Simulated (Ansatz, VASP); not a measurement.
**Two plane-wave programs on GaN**

POSCAR

```
GaN
1.0
    0.0000000000      2.2535006075      2.2535006075
    2.2535006075      0.0000000000      2.2535006075
    2.2535006075      2.2535006075      0.0000000000
Ga N
1 1
Direct
    0.0000000000      0.0000000000      0.0000000000
    0.2500000000      0.2500000000      0.2500000000
```

File INCAR.step1:

```
SYSTEM = GaN
PREC = Accurate ; ENCUT = 520
EDIFF = 1E-5 ; ISMEAR = -1
SIGMA = 0.05 ; LREAL = .False.
LASPH = .True. ; NELM = 60
ALGO = Normal ; ISIF = 2
LWAVE = .True. ; NBANDS = 16
GGA = PE
```

INCAR.step2

```
SYSTEM = GaN
PREC = Accurate ; ENCUT = 520
EDIFF = 1E-6 ; ISMEAR = -1
SIGMA = 0.05 ; LREAL = .False.
LASPH = .True. ; NELM = 60
ALGO = Normal ; ISIF = 2
LWAVE = .False. ; LCHARG = .True.
GGA = PE ; LHFCALC = .True.
AEXX = 0.1 ; HFSCREEN = 0.2078699
PRECFOCK = Normal ; LELF = .True.
LVHAR = .True. ; NBANDS = 16
ISTART = 1
```

The input KPOINTS:

```
Automatic mesh
0
Gamma
  6 6 6
  0 0 0
```

The input input.yaml:

```yaml
crystal:
  lattice:
    - [0.0, 2.2535006075, 2.2535006075]
    - [2.2535006075, 0.0, 2.2535006075]
    - [2.2535006075, 2.2535006075, 0.0]
  atoms:
    - { symbol: Ga, position: [0.0, 0.0, 0.0] }
    - { symbol: "N", position: [0.25, 0.25, 0.25] }
hamiltonian:
  xc:
    exchange: pbe
    correlation: pbe
    exx: { coeff: 0.1, omega: 0.2078699 }
  pseudopotentials: { kind: paw }
kpoints:
  mp_grid: { grid: [6, 6, 6] }
scf:
  occupations: { method: fermi_dirac, width: 0.05 }
output:
  forces: true
  stress: true
  eigenvalues: true
```

Alike in both runs: task single point; functional PBE-based screened hybrid with a share of 0.1 of exact exchange and HFSCREEN = 0.2078699; k mesh 6 × 6 × 6; occupations fermi-dirac, width 0.05 eV; no spin polarisation.

|  | VASP | Ansatz |
| --- | --- | --- |
| version | VASP 6.6.1 | Ansatz 0.2.0 |
| potentials or method | VASP PAW PBE potentials, release 64 (Ga_d, N) | Ansatz PAW |
| plane-wave cutoff (eV) | 520 | 420 |
| valence electrons in the cell | 18 | 18 |

Ansatz gave:

| Quantity | Value |
| --- | --- |
| gap on the k mesh at the Fermi level (eV) | 2.20 |
| least direct gap on the mesh (eV) | 2.20 |
| pressure (GPa) | 2.4 |

Problem. Estimate VASP's values.

Solution. gap on the k mesh at the Fermi level (eV): 2.21; least direct gap on the mesh (eV): 2.21; pressure (GPa): 2.5.

VASP's potentials were made for PBE, not for PBE-based screened hybrid.
